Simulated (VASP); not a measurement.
# Ta2N (P-3m1) in VASP: further runs

Runs on Ta2N. Level: LDA. Tasks: single point.

All numbers are computed with VASP 6.6.1; they aren't measurements. Logs are shortened: lines on timing, memory, paths and dates and some standing lists are left out, and cuts for length are marked.

## 1. The cell of the first run

The structure is trigonal, space group P-3m1 (No. 164). Conventional cell: a = 3.086 Å, b = 3.086 Å, c = 5.090 Å, α = 90.00°, β = 90.00°, γ = 120.00°. Ta (site symmetry 3m) has 3 N at 2.20 Å within 2.9 Å. Within 2.9 Å of N (site symmetry -3m) lie 6 Ta at 2.20 Å.

## 2. Single point, LDA (13.99 Å³/atom)

Contents of INCAR:

```
SYSTEM = Ta2N
PREC = Accurate ; ENCUT = 520
EDIFF = 1E-7 ; ISMEAR = 0
SIGMA = 0.15 ; LREAL = .False.
LASPH = .True. ; NELM = 100
ALGO = Normal ; ISIF = 2
LWAVE = .False. ; LCHARG = .False.
GGA = CA ; NBANDS = 20
```

Contents of KPOINTS:

```
Automatic mesh
0
Gamma
  18 18 10
  0 0 0
```

Contents of POSCAR:

```
Ta2N
1.0
    3.0859597231      0.0000000000      0.0000000000
   -1.5429798616      2.6725195153      0.0000000000
    0.0000000000      0.0000000000      5.0896733714
Ta N
2 1
Direct
    0.6666666667      0.3333333333      0.7466885012
    0.3333333333      0.6666666667      0.2533114988
    0.0000000000      0.0000000000      0.0000000000
```

Potentials or basis: VASP PAW LDA potentials, release 64 (Ta_pv, N).

Launch:

```console
> cat potpaw_LDA.64/Ta_pv/POTCAR potpaw_LDA.64/N/POTCAR > POTCAR
> mpirun -np 1 vasp_std > vasp.out
```

OUTCAR:

```text
SYSTEM = Ta2N
   PREC = Accurate
   ENCUT = 520
   EDIFF = 1E-7
   ISMEAR = 0
   LREAL = .False.
   LASPH = .True.
   NELM = 100
   ISIF = 2
   GGA = CA

 ion  position               nearest neighbor table
   1  0.667  0.333  0.747-   3 2.20   3 2.20   3 2.20   2 3.08   2 3.08   2 3.08   2 3.13   2 3.13
                             2 3.13
   2  0.333  0.667  0.253-   3 2.20   3 2.20   3 2.20   1 3.08   1 3.08   1 3.08   1 3.13   1 3.13
                             1 3.13
   3  0.000  0.000  0.000-   1 2.20   2 2.20   1 2.20   2 2.20   1 2.20   2 2.20

  LATTYP: Found a hexagonal cell.
 ALAT       =     3.0859597231
 C/A-ratio  =     1.6493000000

  Lattice vectors:

 A1 = (   3.0859597231,   0.0000000000,   0.0000000000)
 A2 = (  -1.5429798616,   2.6725195153,   0.0000000000)
 A3 = (   0.0000000000,   0.0000000000,   5.0896733714)

Analysis of symmetry for initial positions (statically):
=====================================================================
 Subroutine PRICEL returns:
 Original cell was already a primitive cell.

 Routine SETGRP: Setting up the symmetry group for a
 hexagonal supercell.

 Subroutine GETGRP returns: Found 12 space group operations
 (whereof 12 operations were pure point group operations)
 out of a pool of 24 trial point group operations.

The static configuration has the point symmetry D_3d.

Analysis of symmetry for dynamics (positions and initial velocities):
=====================================================================
 Subroutine PRICEL returns:
 Original cell was already a primitive cell.

 Routine SETGRP: Setting up the symmetry group for a
 hexagonal supercell.

 Subroutine GETGRP returns: Found 12 space group operations
 (whereof 12 operations were pure point group operations)
 out of a pool of 24 trial point group operations.

The dynamic configuration has the point symmetry D_3d.

 Subroutine INISYM returns: Found 12 space group operations
 (whereof 12 operations are pure point group operations),
 and found     1 'primitive' translations

----------------------------------------------------------------------------------------

                                     Primitive cell

  volume of cell :      41.9760

  direct lattice vectors                    reciprocal lattice vectors
[... 81 lines left out ...]
   ISTART =      0    job   : 0-new  1-cont  2-samecut
   ICHARG =      2    charge: 1-file 2-atom 10-const
   ISPIN  =      1    spin polarized calculation?
   LNONCOLLINEAR =      F non collinear calculations
   LSORBIT =      F    spin-orbit coupling
   LASPH  =      T    aspherical Exc in radial PAW
   ENCUT  =  520.0 eV  38.22 Ry    6.18 a.u.   5.74  5.74  9.46*2*pi/ulx,y,z
   NELM   =    100;   NELMIN=  2; NELMDL= -5     # of ELM steps
   EDIFF  = 0.1E-06   stopping-criterion for ELM
   LREAL  =      F    real-space projection
   EDIFFG = 0.1E-05   stopping-criterion for IOM
   NSW    =      0    number of steps for IOM
   IBRION =     -1    ionic relax: 0-MD 1-quasi-New 2-CG
   NFREE  =      0    steps in history (QN), initial steepest desc. (CG)
   ISIF   =      2    stress and relaxation
   ISYM   =      2    0-nonsym 1-usesym 2-fastsym
   POTIM  = 0.5000    time-step for ionic-motion
   TEBEG  =    0.0;   TEEND  =   0.0 temperature during run
   PSTRESS=    0.0 pullay stress
   NELECT =      27.0000    total number of electrons
   NUPDOWN=      -1.0000    fix difference up-down
   EMIN   =  10.00;   EMAX   =-10.00  energy-range for DOS
   EFERMI =   0.00;   METHOD = LEGACY
   ISMEAR =     0;   SIGMA  =   0.15  broadening in eV -4-tet -1-fermi 0-gaus
   EFERMI_NEDOS =   21; number of points for ismear=-14 and -15
   IALGO  =     38    algorithm
   IMIX   =      4    mixing-type and parameters
     AMIX     =   0.40;   BMIX     =  1.00
     AMIX_MAG =   1.60;   BMIX_MAG =  1.00
  volume/ion in A,a.u.               =      13.99        94.42
  Fermi-wavevector in a.u.,A,eV,Ry     =   1.413174  2.670512 27.171673  1.997062
  Thomas-Fermi vector in A             =   2.534847
   LORBIT       =      0    0 simple, 1 ext, 2 COOP (PROOUT), +10 PAW based schemes
   GGA     = CA    functional components
   LHFCALC =     F    Hartree Fock is set to
   AEXX    =    0.0000 exact exchange contribution
   IVDW    =     0    specifies the selected vdW correction
   LEPSILON=     F    determine dielectric tensor
   LRPA    =     F    only Hartree local field effects (RPA)
 non-spin polarized calculation
 Gauss-broadening in eV      SIGMA  =   0.15
  energy-cutoff  :      520.00
  volume of cell :       41.98
 maximum number of plane-waves:      1170
 NGX is ok and might be reduce to    24
   NGX = 11   NGY = 11   NGZ = 19

 number of electron      27.0000002 magnetization

 Free energy of the ion-electron system (eV)
  ---------------------------------------------------
  ext. energy  EPLUGINS =         0.00000000
  ---------------------------------------------------
  free energy    TOTEN  =       -37.42736908 eV

  energy without entropy =      -37.41272376  energy(sigma->0) =      -37.42004642

 E-fermi :   7.0223     XC(G=0): -12.9076

 val. band max:        7.0165698999   @ k =   0.3333   0.2778   0.5000
 cond. band min:       7.0240068248   @ k =   0.1667   0.1667   0.1000
 fundamental gap:      0.0074369249
 Fermi energy:         7.0222808779

 k-point     1 :       0.0000    0.0000    0.0000
  band No.  band energies     occupation
      1     -28.4305      2.00000
      2     -27.7254      2.00000
      3     -27.7254      2.00000
      4     -27.6385      2.00000
      5     -27.6385      2.00000
      6     -27.6347      2.00000
[... 541 lines left out ...]
     19      11.4481      0.00000
     20      11.7549      0.00000

 [... further k-points ...]
[... 5 lines left out ...]
  --------------------------------------------------------------------------------------
  -------------------------------------------------------------------------------------
  Total       -4.2241022     -4.2241022     -6.7176927      0.0000000      0.0000000      0.0000000
  in kB     -161.2292924   -161.2292924   -256.4068744      0.0000000      0.0000000      0.0000000
  external PRESSURE =    -192.9551531 kB  Pullay stress =       0.0000000 kB

 VOLUME and BASIS-vectors are now :
 -----------------------------------------------------------------------------
  energy-cutoff  :      520.00
  volume of cell :       41.98
      direct lattice vectors                 reciprocal lattice vectors
     3.085959723  0.000000000  0.000000000     0.324048299  0.187089373  0.000000000
    -1.542979862  2.672519515  0.000000000     0.000000000  0.374178746  0.000000000
     0.000000000  0.000000000  5.089673371     0.000000000  0.000000000  0.196476262

 POSITION                                       TOTAL-FORCE (eV/Angst)
 -----------------------------------------------------------------------------------
      1.54298      0.89084      3.80040        -0.000000      0.000000      0.111335
     -0.00000      1.78168      1.28927         0.000000     -0.000000     -0.111335
      0.00000      0.00000      0.00000        -0.000000      0.000000      0.000000
 -----------------------------------------------------------------------------------
    total drift:                                0.000000     -0.000000      0.000000

  FREE ENERGIE OF THE ION-ELECTRON SYSTEM (eV)
  ---------------------------------------------------
  free  energy   TOTEN  =       -37.4273690762 eV

  energy  without entropy=      -37.4127237558  energy(sigma->0) =      -37.42004642
```

Wall time 75 s (1 thread of Intel Xeon 6975P-C (Granite Rapids), shared host); peak memory 0.34 GiB.

Results:

```yaml
Free_energy: -37.4274 eV
Pressure: -19.3 GPa
Largest_force: 0.111 eV/Å
Band_gap_on_the_k_mesh: zero (an odd number of electrons rules out a gap without spin polarisation)
```

Forces on the atoms (eV/Å):
```
Ta   0.000  0.000  0.111
Ta   0.000  0.000 -0.111
N    0.000  0.000  0.000
```

Levels at points of the mesh, in eV from the Fermi level:
```
           k point  band 12  band 13  band 14  band 15  band 16  band 17
(0.00, 0.00, 0.00)    -1.07    -0.24    -0.24     0.29     0.61     0.61
(0.50, 0.00, 0.00)    -2.32    -1.18     1.11     2.25     3.69     3.79
(0.00, 0.00, 0.50)    -2.73    -0.87    -0.87     1.47     2.09     2.14
(0.50, 0.00, 0.50)    -1.93    -1.92    -0.39     0.92     3.50     3.74
```

Caveat: the cell stands under tension; spin-orbit coupling is left out, which moves the levels of the heavy elements.

## 3. Single point, LDA (13.99 Å³/atom)

Contents of INCAR:

```
  PREC = Accurate
  ENCUT = 520
  EDIFF = 1E-7
  ISMEAR = 0
  SIGMA = 0.15
  LREAL = False
  LASPH = True
  NELM = 60
  ALGO = Normal
  ISIF = 2
  LWAVE = False
  LCHARG = True
  GGA = CA
  LELF = True
  LVHAR = True
  NBANDS = 20
```

Contents of KPOINTS:

```
regular mesh
0
Gamma
  18 18 10
```

Contents of POSCAR:

```
Ta2N
1.0
    3.1978957665      0.0000000000      0.0000000000
   -1.5989478833      2.7694589724      0.0000000000
    0.0000000000      0.0000000000      4.7396013155
Ta N
2 1
Direct
    0.6666666667      0.3333333333      0.7466885012
    0.3333333333      0.6666666667      0.2533114988
    0.0000000000      0.0000000000      0.0000000000
```

Potentials or basis: VASP PAW LDA potentials, release 64 (Ta_pv, N).

Launch:

```console
> cat potpaw_LDA.64/Ta_pv/POTCAR potpaw_LDA.64/N/POTCAR > POTCAR
> mpirun -np 1 vasp_std > vasp.out
```

Wall time 69 s (1 thread of Intel Xeon 6975P-C (Granite Rapids), shared host); peak memory 0.34 GiB.

Results (log left out):

```yaml
Free_energy: -37.4276 eV
Pressure: -19.0 GPa
Largest_force: 0.746 eV/Å
Band_gap_on_the_k_mesh: zero (an odd number of electrons rules out a gap without spin polarisation)
```

Forces in eV/Å, atoms in the order of the input:
```
Ta   0.000  0.000  0.746
Ta   0.000  0.000 -0.746
N    0.000  0.000  0.000
```

Stress tensor (GPa, compression positive):
```
-22.65   0.00   0.00
  0.00 -22.65   0.00
  0.00   0.00 -11.81
```

Levels at points of the mesh, in eV from the Fermi level:
```
           k point  band 11  band 12  band 13  band 14  band 15  band 16
(0.00, 0.00, 0.00)    -4.62    -0.20    -0.20    -0.12    -0.07    -0.07
(0.50, 0.00, 0.00)    -4.29    -2.54    -1.34     1.44     2.36     3.35
(0.00, 0.00, 0.50)    -2.27    -2.24    -1.29    -1.29     1.74     2.01
(0.50, 0.00, 0.50)    -2.94    -2.04    -2.02     0.15     0.58     2.72
```

Caveat: the cell stands under tension; spin-orbit coupling is left out, which moves the levels of the heavy elements.

## 4. Single point, LDA (13.99 Å³/atom)

Contents of INCAR:

```
SYSTEM = Ta2N
ALGO     = Normal         ! electronic algorithm
EDIFF    = 1E-6           ! SCF threshold, eV
ENCUT    = 520            ! plane-wave cutoff, eV
ISIF     = 2              ! what is computed and relaxed
ISMEAR   = 0              ! smearing method
LASPH    = .True.         ! aspherical terms in the spheres
LCHARG   = .False.        ! write CHGCAR
LREAL    = .False.        ! projectors in reciprocal space
LWAVE    = .False.        ! write WAVECAR
NBANDS   = 20             ! bands
NELM     = 60             ! most SCF steps
PREC     = Accurate       ! precision mode
SIGMA    = 0.15           ! smearing width, eV
```

Contents of KPOINTS:

```
k-points
0
Gamma
  18 18 10
  0 0 0
```

Contents of POSCAR:

```
Ta2N
1.0
    3.1414122804      0.0000000000      0.0000000000
   -1.5707061402      2.7205428386      0.0000000000
    0.0000000000      0.0000000000      4.9115723431
Ta N
2 1
Direct
    0.6666666667      0.3333333333      0.7466885012
    0.3333333333      0.6666666667      0.2533114988
    0.0000000000      0.0000000000      0.0000000000
```

Launch:

```console
> cat potpaw_LDA.64/Ta_pv/POTCAR potpaw_LDA.64/N/POTCAR > POTCAR
> mpirun -np 1 vasp_std > vasp.out
```

It took 70 s on 1 thread of Intel Xeon 6975P-C (Granite Rapids), shared host; peak memory 0.34 GiB.

The run converged. Its results:

* Free energy: -37.4746 eV
* Pressure: -19.5 GPa
* Largest force: 0.426 eV/Å
* Band gap on the k mesh: zero (an odd number of electrons rules out a gap without spin polarisation)

Forces in eV/Å, atoms in the order of the input:
```
Ta   0.000  0.000  0.426
Ta   0.000  0.000 -0.426
N    0.000  0.000  0.000
```

Stress tensor (GPa, compression positive):
```
-19.33   0.00   0.00
  0.00 -19.33   0.00
  0.00   0.00 -19.71
```

Levels at points of the mesh, in eV from the Fermi level:
```csv
k point,band 9,band 10,band 11,band 12,band 13,band 14,band 15,band 16,band 17,band 18
"(0.00, 0.00, 0.00)",-5.91,-5.91,-4.76,-0.63,-0.25,-0.25,0.24,0.24,0.37,1.16
"(0.50, 0.00, 0.00)",-6.33,-6.20,-4.34,-2.46,-1.30,1.74,1.82,3.52,3.78,4.09
"(0.00, 0.00, 0.50)",-6.07,-6.07,-2.68,-2.54,-1.09,-1.09,1.75,1.87,2.15,2.15
"(0.50, 0.00, 0.50)",-6.47,-5.95,-3.16,-2.02,-2.02,-0.15,0.73,3.09,3.34,3.80
```

Caveat: the cell stands under tension; spin-orbit coupling is left out, which moves the levels of the heavy elements.

## 5. Single point, LDA

This run uses another cell than the first one, of 12.96 Å³/atom.

Contents of INCAR:

```
SYSTEM = Ta2N
  PREC = Accurate
  ENCUT = 520
  EDIFF = 1E-6
  ISMEAR = 0
  SIGMA = 0.15
  LREAL = .FALSE.
  LASPH = .TRUE.
  NELM = 100
  ALGO = Normal
  ISIF = 2
  LWAVE = .FALSE.
  LCHARG = .FALSE.
  NBANDS = 20
```

Contents of KPOINTS:

```
regular mesh
0
G
  18 18 10
  0 0 0
```

Contents of POSCAR:

```
Ta2N
1.0
    3.0618406011      0.0000000000      0.0000000000
   -1.5309203006      2.6516317429      0.0000000000
    0.0000000000      0.0000000000      4.7871626750
Ta N
2 1
Direct
    0.6666666667      0.3333333333      0.7466885012
    0.3333333333      0.6666666667      0.2533114988
    0.0000000000      0.0000000000      0.0000000000
```

Launch:

```console
> cat potpaw_LDA.64/Ta_pv/POTCAR potpaw_LDA.64/N/POTCAR > POTCAR
> mpirun -np 1 vasp_std > vasp.out
```

It took 71 s on 1 thread of Intel Xeon 6975P-C (Granite Rapids), shared host; peak memory 0.32 GiB.

It converged, with:

| Quantity | Value |
| --- | --- |
| Free energy | -37.6605 eV |
| Pressure | 1.6 GPa |
| Largest force | 0.067 eV/Å |
| Band gap on the k mesh | zero (an odd number of electrons rules out a gap without spin polarisation) |

Forces on the atoms (eV/Å):
```
Ta   0.000  0.000 -0.067
Ta   0.000  0.000  0.067
N    0.000  0.000  0.000
```

Stress tensor (GPa, compression positive):
```
1.66 0.00 0.00
0.00 1.66 0.00
0.00 0.00 1.52
```

Levels at points of the mesh, in eV from the Fermi level:
| k point | band 9 | band 10 | band 11 | band 12 | band 13 | band 14 | band 15 | band 16 | band 17 | band 18 |
| --- | --- | --- | --- | --- | --- | --- | --- | --- | --- | --- |
| (0.00, 0.00, 0.00) | -6.33 | -6.33 | -4.72 | -0.70 | -0.27 | -0.27 | 0.27 | 0.27 | 0.39 | 1.28 |
| (0.50, 0.00, 0.00) | -6.68 | -6.61 | -4.76 | -2.56 | -1.25 | 1.94 | 2.04 | 3.94 | 4.23 | 4.57 |
| (0.00, 0.00, 0.50) | -6.51 | -6.51 | -2.87 | -2.57 | -1.21 | -1.21 | 1.92 | 2.32 | 2.40 | 2.40 |
| (0.50, 0.00, 0.50) | -6.87 | -6.31 | -3.43 | -2.04 | -2.01 | -0.16 | 0.82 | 3.46 | 3.72 | 4.27 |

Caveat: spin-orbit coupling is left out, which moves the levels of the heavy elements.

## 6. Single point, LDA (13.65 Å³/atom)

This run uses another cell than the first one, of 13.65 Å³/atom.

Contents of INCAR:

```
ALGO = Normal
EDIFF = 1E-7
ENCUT = 520
GGA = CA
ISIF = 2
ISMEAR = 0
LASPH = True
LCHARG = False
LREAL = False
LWAVE = False
NBANDS = 20
NELM = 100
PREC = Accurate
SIGMA = 0.15
```

Contents of KPOINTS:

```
k-points
0
Gamma
  18 18 10
```

Contents of POSCAR:

```
Ta2N
1.0
    3.0603101568      0.0000000000      0.0000000000
   -1.5301550784      2.6503063393      0.0000000000
    0.0000000000      0.0000000000      5.0473695417
Ta N
2 1
Direct
    0.6666666667      0.3333333333      0.7466885012
    0.3333333333      0.6666666667      0.2533114988
    0.0000000000      0.0000000000      0.0000000000
```

Potentials or basis: VASP PAW LDA potentials, release 64 (Ta_pv, N).

Launch:

```console
> cat potpaw_LDA.64/Ta_pv/POTCAR potpaw_LDA.64/N/POTCAR > POTCAR
> mpirun -np 1 vasp_std > vasp.out
```

Run time: 86 s. Hardware: 1 thread of Intel Xeon 6975P-C (Granite Rapids), shared host; peak memory 0.33 GiB.

The run converged. Its results:

```yaml
Free_energy: -37.5326 eV
Pressure: -13.2 GPa
Largest_force: 0.061 eV/Å
Band_gap_on_the_k_mesh: zero (an odd number of electrons rules out a gap without spin polarisation)
```

Forces on the atoms (eV/Å):
```
Ta   0.000  0.000 -0.061
Ta   0.000  0.000  0.061
N    0.000  0.000  0.000
```

Stress tensor (GPa, compression positive):
```
 -9.84   0.00   0.00
  0.00  -9.84   0.00
  0.00   0.00 -19.96
```

Levels at points of the mesh, in eV from the Fermi level:
```csv
k point,band 11,band 12,band 13,band 14,band 15,band 16,band 17,band 18
"(0.00, 0.00, 0.00)",-4.87,-1.10,-0.25,-0.25,0.30,0.63,0.63,1.21
"(0.50, 0.00, 0.00)",-4.49,-2.35,-1.17,1.15,2.33,3.83,3.93,4.15
"(0.00, 0.00, 0.50)",-3.11,-2.75,-0.90,-0.90,1.52,2.22,2.22,2.23
"(0.50, 0.00, 0.50)",-3.43,-1.94,-1.93,-0.40,0.96,3.64,3.87,4.28
```

Caveat: the cell stands under tension; spin-orbit coupling is left out, which moves the levels of the heavy elements.

## 7. Overview

```csv
cell,gap on the mesh (eV),pressure (GPa),largest force (eV/Å)
"a = 3.086, b = 3.086, c = 5.090 Å, angles 90.0, 90.0, 120.0°, 3 atoms",none,-19.3,0.11
"a = 3.198, b = 3.198, c = 4.740 Å, angles 90.0, 90.0, 120.0°, 3 atoms",none,-19.0,0.75
"a = 3.141, b = 3.141, c = 4.912 Å, angles 90.0, 90.0, 120.0°, 3 atoms",none,-19.5,0.43
"a = 3.062, b = 3.062, c = 4.787 Å, angles 90.0, 90.0, 120.0°, 3 atoms",none,1.6,0.07
"a = 3.060, b = 3.060, c = 5.047 Å, angles 90.0, 90.0, 120.0°, 3 atoms",none,-13.2,0.06
```

Alike in all rows: task single point; level LDA; potentials or basis VASP PAW LDA potentials, release 64 (Ta_pv, N); no spin polarisation; k mesh 18 × 18 × 10; cutoff (eV) 520; smearing gaussian 0.15 eV.

Caveats: spin-orbit coupling is left out, which moves the levels of the heavy elements; the cell stands under tension (at least some runs).

Absolute energies hang on the potentials; compare differences alone.
